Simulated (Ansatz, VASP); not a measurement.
# LaB: VASP beside Ansatz

INCAR

```
PREC = Accurate
ENCUT = 520
EDIFF = 1E-6
ISMEAR = 0
SIGMA = 0.05
LREAL = False
LASPH = True
NELM = 100
ALGO = Normal
ISIF = 2
LWAVE = False
LCHARG = False
GGA = PE
NBANDS = 14
```

Contents of KPOINTS:

```
Automatic mesh
0
Gamma
  10 10 10
```

File POSCAR:

```
LaB
1.0
    0.0000000000      2.7828100412      2.7828100412
    2.7828100412      0.0000000000      2.7828100412
    2.7828100412      2.7828100412      0.0000000000
La B
1 1
Direct
    0.5000000000      0.5000000000      0.5000000000
    0.0000000000      0.0000000000      0.0000000000
```

Input for Ansatz:

```yaml
crystal:
  lattice:
    - [0.0, 2.7828100412, 2.7828100412]
    - [2.7828100412, 0.0, 2.7828100412]
    - [2.7828100412, 2.7828100412, 0.0]
  atoms:
    - { symbol: La, position: [0.5, 0.5, 0.5] }
    - { symbol: B, position: [0.0, 0.0, 0.0] }
basis:
  ecutwfc: 420
  ecutrho_ratio: 4
kpoints:
  mp_grid: { grid: [10, 10, 10] }
hamiltonian:
  xc: pbe
scf:
  occupations: { method: gaussian, width: 0.05 }
output:
  forces: true
  stress: true
  eigenvalues: true
```

Alike in both runs: task single point; functional PBE; k mesh 10 × 10 × 10; occupations gaussian, width 0.05 eV; no spin polarisation.

|  | VASP | Ansatz |
| --- | --- | --- |
| version | VASP 6.6.1 | Ansatz 0.2.0 |
| potentials or method | VASP PAW PBE potentials, release 64 (La, B), cutoff 520 eV | scalar-relativistic, plane waves, PAW |
| valence electrons in the cell | 14 | 14 |

```tsv
	VASP	Ansatz	Ansatz less VASP
gap on the k mesh at the Fermi level (eV)	none	none	-
pressure (GPa)	3.6	3.6	0.00
```

A gap of «none» marks a metal or a gap that the smearing closes.

Neither program's run includes spin-orbit coupling.
